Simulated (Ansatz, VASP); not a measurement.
# Two plane-wave programs on Rh

```
CELL_PARAMETERS angstrom
0.00000 1.91536 1.91536
1.91543 0.00000 1.91536
1.91543 1.91536 0.00000
ATOMIC_POSITIONS crystal
Rh 0.00000 0.00000 0.00000
```

Change from the starting cell: cell sheared at random, sigma 0.01, atoms nudged by 0.01 Å; relaxed back.

Alike in both runs: functional PBE; k mesh 16 × 16 × 16; occupations gaussian, width 0.15 eV; no spin polarisation.

Ansatz relaxed the structure, and its values are those at the end. VASP's run is a single point on that final structure, the one shown.

```csv
,VASP,Ansatz
version,VASP 6.6.1,Ansatz 0.2.0
potentials or method,"VASP PAW PBE potentials, release 64 (Rh_pv), cutoff 520 eV","scalar-relativistic, plane waves, PAW"
valence electrons in the cell,15,17
```

```tsv
	VASP	Ansatz	Ansatz less VASP
gap on the k mesh at the Fermi level (eV)	none	none	-
pressure (GPa)	0.0	0.0	-0.03
```

A gap of «none» marks a metal or a gap that the smearing closes. VASP's potentials hold 15 valence electrons a cell and Ansatz's 17, so a difference there can come from the potentials and not from the codes.
